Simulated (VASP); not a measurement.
## MgO: single point with r2SCAN

MgO:

```xyz
2
Lattice="0.0000 2.0490 2.0490 2.0490 0.0000 2.0490 2.0490 2.0490 0.0000" Properties=species:S:1:pos:R:3 pbc="T T T"
Mg    0.0000    0.0000    0.0000
O     2.0490    2.0490    2.0490
```

| Property | Result |
| --- | --- |
| Program | VASP 6.6.1 |
| Task | single point |
| Functional | r2SCAN |
| Potentials or basis | VASP PAW PBE potentials, release 64 (Mg, O) |
| Cutoff | 520 eV |
| k mesh | 10 × 10 × 10 |
| Occupations | gaussian, width 0.01 eV |
| Spin | no spin polarisation |
| Dipole correction | no |
| Further INCAR settings | ALGO = Normal; EDIFF = 1e-06; NBANDS = 11 |

```yaml
Pressure: 13.8 GPa
Band_gap_on_the_k_mesh: 6.48 eV, direct
```

Levels at points of the mesh, in eV from the valence-band top:
| k point | band 2 | band 3 | band 4 | band 5 | band 6 | band 7 |
| --- | --- | --- | --- | --- | --- | --- |
| (0.00, 0.00, 0.00) | 0.00 | 0.00 | 0.00 | 6.48 | 17.32 | 17.32 |
| (0.50, 0.00, 0.00) | -4.99 | -0.77 | -0.77 | 9.36 | 14.81 | 18.31 |
| (0.50, 0.50, 0.00) | -4.45 | -1.49 | -1.49 | 10.13 | 12.02 | 15.24 |

Run time: 26 s on 1 thread of Intel(R) Xeon(R) Platinum 8488C (Sapphire Rapids), on a shared host, peak memory 0.14 GiB.

Caveat: the PAW data sets were made with another functional, which shifts forces and pressure a little. r2SCAN opens gaps a little over a GGA but as a rule still falls short of measured ones.
